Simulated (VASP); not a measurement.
# VN in VASP: single point with PBEsol

Aim: the single point of VN with PBEsol.

All numbers are computed with VASP 6.6.1; they aren't measurements. Logs are shortened: lines on timing, memory, paths and dates and some standing lists are left out, and cuts for length are marked.

### Step 1. The cell of the first run

The cell holds a slab with vacuum, 10 atoms: a = 2.880 Å, b = 2.880 Å, c = 17.582 Å, α = 90.00°, β = 90.00°, γ = 120.00°.

### Step 2. Single point, PBEsol

File INCAR:

```
PREC     = Accurate       # precision mode
ENCUT    = 520            # plane-wave cutoff, eV
EDIFF    = 1E-6           # SCF threshold, eV
ISMEAR   = 0              # smearing method
SIGMA    = 0.1            # smearing width, eV
LREAL    = F              # projectors in reciprocal space
LASPH    = T              # aspherical terms in the spheres
NELM     = 60             # most SCF steps
ALGO     = Normal         # electronic algorithm
ISIF     = 2              # what is computed and relaxed
LWAVE    = F              # write WAVECAR
LCHARG   = F              # write CHGCAR
LDIPOL   = T            
IDIPOL   = 3            
DIPOL    = 0.5 0.5 0.500
GGA      = PS             # functional
NBANDS   = 56             # bands
```

File KPOINTS:

```
regular mesh
0
Gamma
  12 12 1
```

File POSCAR:

```
VN
1.0
    2.8799338781      0.0000000000      0.0000000000
   -1.4399669391      2.4940958997      0.0000000000
    0.0000000000      0.0000000000     17.5815527416
N V
5 5
Direct
    0.3333333333      0.6666666667      0.1990722919
    0.0000000000      0.0000000000      0.3328179400
    0.6666666667      0.3333333333      0.4665635880
    0.3333333333      0.6666666667      0.6003092360
    0.0000000000      0.0000000000      0.7340548841
    0.6666666667      0.3333333333      0.2659451159
    0.3333333333      0.6666666667      0.3996907640
    0.0000000000      0.0000000000      0.5334364120
    0.6666666667      0.3333333333      0.6671820600
    0.3333333333      0.6666666667      0.8009277081
```

Potentials or basis: VASP PAW PBE potentials, release 64 (N, V_sv).

Command:

```bash
$ cat potpaw_PBE.64/N/POTCAR potpaw_PBE.64/V_sv/POTCAR > POTCAR
$ mpirun -np 1 vasp_std > vasp.out
```

OUTCAR:

```text
PREC = Accurate
   ENCUT = 520
   EDIFF = 1E-6
   ISMEAR = 0
   LREAL = F
   LASPH = T
   NELM = 60
   ISIF = 2
   GGA = PS

 ion  position               nearest neighbor table
   1  0.333  0.667  0.199-   6 2.04   6 2.04   6 2.04
   2  0.000  0.000  0.333-   7 2.04   7 2.04   7 2.04   6 2.04   6 2.04   6 2.04
   3  0.667  0.333  0.467-   7 2.04   8 2.04   7 2.04   8 2.04   8 2.04   7 2.04
   4  0.333  0.667  0.600-   9 2.04   8 2.04   9 2.04   8 2.04   8 2.04   9 2.04
   5  0.000  0.000  0.734-  10 2.04  10 2.04  10 2.04   9 2.04   9 2.04   9 2.04
   6  0.667  0.333  0.266-   1 2.04   1 2.04   1 2.04   2 2.04   2 2.04   2 2.04   7 2.88   7 2.88
                             7 2.88
   7  0.333  0.667  0.400-   3 2.04   2 2.04   3 2.04   2 2.04   2 2.04   3 2.04   8 2.88   8 2.88
                             8 2.88   6 2.88   6 2.88   6 2.88
   8  0.000  0.000  0.533-   3 2.04   4 2.04   3 2.04   4 2.04   3 2.04   4 2.04   7 2.88   9 2.88
                             9 2.88   7 2.88   7 2.88   9 2.88
   9  0.667  0.333  0.667-   4 2.04   4 2.04   4 2.04   5 2.04   5 2.04   5 2.04   8 2.88   8 2.88
                             8 2.88  10 2.88  10 2.88  10 2.88
  10  0.333  0.667  0.801-   5 2.04   5 2.04   5 2.04   9 2.88   9 2.88   9 2.88

  LATTYP: Found a hexagonal cell.
 ALAT       =     2.8799338781
 C/A-ratio  =     6.1048459742

  Lattice vectors:

 A1 = (   2.8799338781,   0.0000000000,   0.0000000000)
 A2 = (  -1.4399669391,   2.4940958997,   0.0000000000)
 A3 = (   0.0000000000,   0.0000000000,  17.5815527416)

Analysis of symmetry for initial positions (statically):
=====================================================================
 Subroutine PRICEL returns:
 Original cell was already a primitive cell.

 Routine SETGRP: Setting up the symmetry group for a
 hexagonal supercell.

 Subroutine GETGRP returns: Found  6 space group operations
 (whereof  6 operations were pure point group operations)
 out of a pool of 24 trial point group operations.

The static configuration has the point symmetry C_3v.

Analysis of symmetry for dynamics (positions and initial velocities):
=====================================================================
 Subroutine PRICEL returns:
 Original cell was already a primitive cell.

 Routine SETGRP: Setting up the symmetry group for a
 hexagonal supercell.

 Subroutine GETGRP returns: Found  6 space group operations
 (whereof  6 operations were pure point group operations)
 out of a pool of 24 trial point group operations.

The dynamic configuration has the point symmetry C_3v.

 Subroutine INISYM returns: Found  6 space group operations
 (whereof  6 operations are pure point group operations),
 and found     1 'primitive' translations

----------------------------------------------------------------------------------------

                                     Primitive cell

  volume of cell :     126.2853

  direct lattice vectors                    reciprocal lattice vectors
     2.879933878  0.000000000  0.000000000     0.347230194  0.200473446  0.000000000
    -1.439966939  2.494095900  0.000000000     0.000000000  0.400946892  0.000000000
     0.000000000  0.000000000 17.581552742     0.000000000  0.000000000  0.056877798

  length of vectors
     2.879933878  2.879933878 17.581552742     0.400946892  0.400946892  0.056877798

  position of ions in fractional coordinates (direct lattice)
     0.333333333  0.666666667  0.199072292
     0.000000000  0.000000000  0.332817940
     0.666666667  0.333333333  0.466563588
     0.333333333  0.666666667  0.600309236
     0.000000000  0.000000000  0.734054884
     0.666666667  0.333333333  0.265945116
     0.333333333  0.666666667  0.399690764
     0.000000000  0.000000000  0.533436412
     0.666666667  0.333333333  0.667182060
     0.333333333  0.666666667  0.800927708

  ion indices of the primitive-cell ions
   primitive index   ion index
                 1           1
                 2           2
                 3           3
                 4           4
                 5           5
                 6           6
                 7           7
                 8           8
                 9           9
                10          10

----------------------------------------------------------------------------------------

 KPOINTS: regular mesh

Automatic generation of k-mesh.
 Grid dimensions read from file:
 generate k-points for:   12   12    1

 Generating k-lattice:

  Cartesian coordinates                     Fractional coordinates (reciprocal lattice)
     0.028935850  0.016706121  0.000000000     0.083333333 -0.000000000  0.000000000
     0.000000000  0.033412241  0.000000000     0.000000000  0.083333333  0.000000000
     0.000000000  0.000000000  0.056877798     0.000000000  0.000000000  1.000000000

  Length of vectors
     0.033412241  0.033412241  0.056877798

  Shift w.r.t. Gamma in fractional coordinates (k-lattice)
     0.000000000  0.000000000  0.000000000

 Subroutine IBZKPT returns following result:
 ===========================================

 Found     19 irreducible k-points:

 Following reciprocal coordinates:
            Coordinates               Weight
  0.000000  0.000000  0.000000      1.000000
  0.083333  0.000000  0.000000      6.000000
  0.166667  0.000000  0.000000      6.000000
  0.250000  0.000000  0.000000      6.000000
  0.333333  0.000000  0.000000      6.000000
  0.416667  0.000000  0.000000      6.000000
[... 11 lines left out ...]
  0.333333  0.250000  0.000000     12.000000
  0.333333  0.333333  0.000000      2.000000
   k-points           NKPTS =     19   k-points in BZ     NKDIM =     19   number of bands    NBANDS=     56
   number of dos      NEDOS =    301   number of ions     NIONS =     10
   total plane-waves  NPLWV =  80640
   dimension x,y,z NGX =    24 NGY =   24 NGZ =  140
   dimension x,y,z NGXF=    48 NGYF=   48 NGZF=  280
   ions per type =               5   5
   NGX,Y,Z   is equivalent  to a cutoff of  13.85, 13.85, 13.24 a.u.
   NGXF,Y,Z  is equivalent  to a cutoff of  27.71, 27.71, 26.48 a.u.
 SYSTEM =  unknown system
   PREC   = accura    normal or accurate (medium, high low for compatibility)
   ISTART =      0    job   : 0-new  1-cont  2-samecut
   ICHARG =      2    charge: 1-file 2-atom 10-const
   ISPIN  =      1    spin polarized calculation?
   LNONCOLLINEAR =      F non collinear calculations
   LSORBIT =      F    spin-orbit coupling
   LASPH  =      T    aspherical Exc in radial PAW
   ENCUT  =  520.0 eV  38.22 Ry    6.18 a.u.   5.35  5.35 32.69*2*pi/ulx,y,z
   NELM   =     60;   NELMIN=  2; NELMDL= -5     # of ELM steps
   EDIFF  = 0.1E-05   stopping-criterion for ELM
   LREAL  =      F    real-space projection
   EDIFFG = 0.1E-04   stopping-criterion for IOM
   NSW    =      0    number of steps for IOM
   IBRION =     -1    ionic relax: 0-MD 1-quasi-New 2-CG
   NFREE  =      0    steps in history (QN), initial steepest desc. (CG)
   ISIF   =      2    stress and relaxation
   ISYM   =      2    0-nonsym 1-usesym 2-fastsym
   POTIM  = 0.5000    time-step for ionic-motion
   TEBEG  =    0.0;   TEEND  =   0.0 temperature during run
   PSTRESS=    0.0 pullay stress
   NELECT =      90.0000    total number of electrons
   NUPDOWN=      -1.0000    fix difference up-down
   EMIN   =  10.00;   EMAX   =-10.00  energy-range for DOS
   EFERMI =   0.00;   METHOD = LEGACY
   ISMEAR =     0;   SIGMA  =   0.10  broadening in eV -4-tet -1-fermi 0-gaus
   EFERMI_NEDOS =   21; number of points for ismear=-14 and -15
   IALGO  =     38    algorithm
   IMIX   =      4    mixing-type and parameters
     AMIX     =   0.40;   BMIX     =  1.00
     AMIX_MAG =   1.60;   BMIX_MAG =  1.00
  volume/ion in A,a.u.               =      12.63        85.22
  Fermi-wavevector in a.u.,A,eV,Ry     =   1.462305  2.763356 29.093836  2.138337
  Thomas-Fermi vector in A             =   2.578534
   LORBIT       =      0    0 simple, 1 ext, 2 COOP (PROOUT), +10 PAW based schemes
   GGA     = PS    functional components
   LHFCALC =     F    Hartree Fock is set to
   AEXX    =    0.0000 exact exchange contribution
   IVDW    =     0    specifies the selected vdW correction
   LEPSILON=     F    determine dielectric tensor
   LRPA    =     F    only Hartree local field effects (RPA)
 non-spin polarized calculation
 Gauss-broadening in eV      SIGMA  =   0.10
  energy-cutoff  :      520.00
  volume of cell :      126.29
 maximum number of plane-waves:      3449
 NGX is ok and might be reduce to    24
   NGX = 11   NGY = 11   NGZ = 65

 dipolmoment           0.000000      0.000000      0.017010 electrons x Angstroem

 number of electron      90.0000020 magnetization

 dipolmoment           0.000000      0.000000     -0.102122 electrons x Angstroem

 Free energy of the ion-electron system (eV)
  ---------------------------------------------------
  ext. energy  EPLUGINS =         0.00000000
  ---------------------------------------------------
  free energy    TOTEN  =       -99.17393060 eV

  energy without entropy =      -99.13584111  energy(sigma->0) =      -99.15488585

 E-fermi :   6.1203     XC(G=0): -10.5038

 val. band max:        6.1077735336   @ k =   0.2500   0.0000   0.0000
 cond. band min:       6.1230817094   @ k =   0.0833   0.0833   0.0000
 fundamental gap:      0.0153081758
 Fermi energy:         6.1203115269

 k-point     1 :       0.0000    0.0000    0.0000
  band No.  band energies     occupation
      1     -59.1316      2.00000
      2     -58.9949      2.00000
      3     -58.9421      2.00000
      4     -58.9031      2.00000
      5     -58.3232      2.00000
      6     -33.3106      2.00000
[... 48 lines left out ...]
     55       6.8996      0.00000
     56       6.8996      0.00000

 k-point     2 :       0.0833    0.0000    0.0000
  band No.  band energies     occupation
      1     -59.1274      2.00000
      2     -58.9902      2.00000
      3     -58.9386      2.00000
      4     -58.8999      2.00000
      5     -58.3197      2.00000
      6     -33.2994      2.00000
[... 48 lines left out ...]
     55       6.9518      0.00000
     56       7.0737      0.00000

 k-point     3 :       0.1667    0.0000    0.0000
  band No.  band energies     occupation
      1     -59.1162      2.00000
      2     -58.9774      2.00000
      3     -58.9292      2.00000
      4     -58.8909      2.00000
      5     -58.3100      2.00000
      6     -33.2691      2.00000
[... 877 lines left out ...]
 k-point    18 :       0.3333    0.2500    0.0000
  band No.  band energies     occupation
      1     -59.0644      2.00000
      2     -58.9145      2.00000
      3     -58.8894      2.00000
      4     -58.8494      2.00000
      5     -58.2655      2.00000
      6     -33.2830      2.00000
[... 48 lines left out ...]
     55       7.7607      0.00000
     56       7.8749      0.00000

 k-point    19 :       0.3333    0.3333    0.0000
  band No.  band energies     occupation
      1     -59.0623      2.00000
      2     -58.9117      2.00000
      3     -58.8881      2.00000
      4     -58.8478      2.00000
      5     -58.2637      2.00000
      6     -33.2297      2.00000
[... 48 lines left out ...]
     55       7.8054      0.00000
     56       7.8976      0.00000

------------------------ aborting loop because EDIFF is reached ----------------------------------------

 vacuum level on the upper side and lower side of the slab       (xc-potential included)        -2.802        -0.047

  FORCE on cell =-STRESS in cart. coord.  units (eV):
  Direction    XX          YY          ZZ          XY          YZ          ZX
  --------------------------------------------------------------------------------------
  -------------------------------------------------------------------------------------
  Total       -4.8029907     -4.8029907     -5.7796192      0.0000000      0.0000000      0.0000000
  in kB      -60.9353670    -60.9353670    -73.3258182      0.0000000      0.0000000      0.0000000
  external PRESSURE =     -65.0655174 kB  Pullay stress =       0.0000000 kB

 VOLUME and BASIS-vectors are now :
 -----------------------------------------------------------------------------
  energy-cutoff  :      520.00
  volume of cell :      126.29
      direct lattice vectors                 reciprocal lattice vectors
     2.879933878  0.000000000  0.000000000     0.347230194  0.200473446  0.000000000
    -1.439966939  2.494095900  0.000000000     0.000000000  0.400946892  0.000000000
     0.000000000  0.000000000 17.581552742     0.000000000  0.000000000  0.056877798

 POSITION                                       TOTAL-FORCE (eV/Angst)
 -----------------------------------------------------------------------------------
     -0.00000      1.66273      3.50000        -0.000000      0.000000      3.788758
      0.00000      0.00000      5.85146         0.000000     -0.000000      0.451481
      1.43997      0.83137      8.20291         0.000000      0.000000      0.239951
     -0.00000      1.66273     10.55437        -0.000000     -0.000000      0.253064
      0.00000      0.00000     12.90582        -0.000000      0.000000      1.752587
      1.43997      0.83137      4.67573        -0.000000      0.000000     -4.217142
     -0.00000      1.66273      7.02718         0.000000     -0.000000     -0.387513
      0.00000      0.00000      9.37864         0.000000     -0.000000     -0.058916
      1.43997      0.83137     11.73010         0.000000     -0.000000      0.105378
     -0.00000      1.66273     14.08155        -0.000000     -0.000000     -1.927648
 -----------------------------------------------------------------------------------
    total drift:                                0.000000     -0.000000     -0.007421

  FREE ENERGIE OF THE ION-ELECTRON SYSTEM (eV)
  ---------------------------------------------------
  free  energy   TOTEN  =       -99.1739305968 eV

  energy  without entropy=      -99.1358411070  energy(sigma->0) =      -99.15488585

 vacuum level on the upper side and lower side of the slab         9.433        12.271
```

Wall time 2.7 min (1 thread of Intel Xeon Platinum 8559C (Emerald Rapids), shared host); peak memory 0.32 GiB.

What came out:

```yaml
Free_energy: -99.1739 eV
Largest_force: 4.217 eV/Å
Band_gap_on_the_k_mesh: zero (band 45 reaches 6.49 eV, above the bottom of band 46 at 5.53 eV)
```

Forces in eV/Å, atoms in the order of the input:
```
N    0.000  0.000  3.789
N    0.000  0.000  0.451
N    0.000  0.000  0.240
N    0.000  0.000  0.253
N    0.000  0.000  1.753
V    0.000  0.000 -4.217
V    0.000  0.000 -0.388
V    0.000  0.000 -0.059
V    0.000  0.000  0.105
V    0.000  0.000 -1.928
```

Caveat: the PAW data sets were made with another functional, which shifts forces and pressure a little; the run has no spin polarisation, though such a crystal can be magnetic. With open d or f shells a metallic result of PBEsol can be an artefact of self-interaction; +U or a hybrid may open a gap.
